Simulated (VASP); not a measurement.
Wanted: the native input for a VASP 6.6.1 run.

| Quantity | Value |
| --- | --- |
| Task | single point |
| Functional | PBEsol |
| Potentials or basis | VASP PAW PBE potentials, release 64 (Si) |
| Cutoff | 520 eV |
| k mesh | 8 × 8 × 8 |
| Occupations | gaussian, width 0.01 eV |
| Spin | no spin polarisation |
| Dipole correction | no |
| Further INCAR settings | ALGO = Normal; EDIFF = 1e-07; NBANDS = 11 |

The structure of Si lies in POSCAR:

```
Si
1.0
    0.0000000000      2.8026405000      2.8026405000
    2.8026405000      0.0000000000      2.8026405000
    2.8026405000      2.8026405000      0.0000000000
Si
2
Direct
    0.0000000000      0.0000000000      0.0000000000
    0.2500000000      0.2500000000      0.2500000000
```

The input as run:

INCAR

```
PREC     = Accurate       # precision mode
ENCUT    = 520            # plane-wave cutoff, eV
EDIFF    = 1E-7           # SCF threshold, eV
ISMEAR   = 0              # smearing method
SIGMA    = 0.01           # smearing width, eV
LREAL    = False          # projectors in reciprocal space
LASPH    = True           # aspherical terms in the spheres
NELM     = 100            # most SCF steps
ALGO     = Normal         # electronic algorithm
ISIF     = 2              # what is computed and relaxed
LWAVE    = False          # write WAVECAR
LCHARG   = False          # write CHGCAR
GGA      = PS             # functional
NBANDS   = 11             # bands
```

KPOINTS

```
regular mesh
0
Gamma
  8 8 8
```

Potentials or basis: VASP PAW PBE potentials, release 64 (Si).

Command:

```console
$ cat potpaw_PBE.64/Si/POTCAR > POTCAR
$ mpirun -np 1 vasp_std > vasp.out
```

It gave:

The pressure is -7.1 GPa. The band gap on the k mesh is 0.64 eV, indirect (least direct gap 2.25 eV).

Caveat: the PAW data sets were made with another functional, which shifts forces and pressure a little.

Run time: 7.1 s on 1 thread of Intel(R) Xeon(R) 6975P-C (Granite Rapids), on a shared host, peak memory 0.15 GiB.
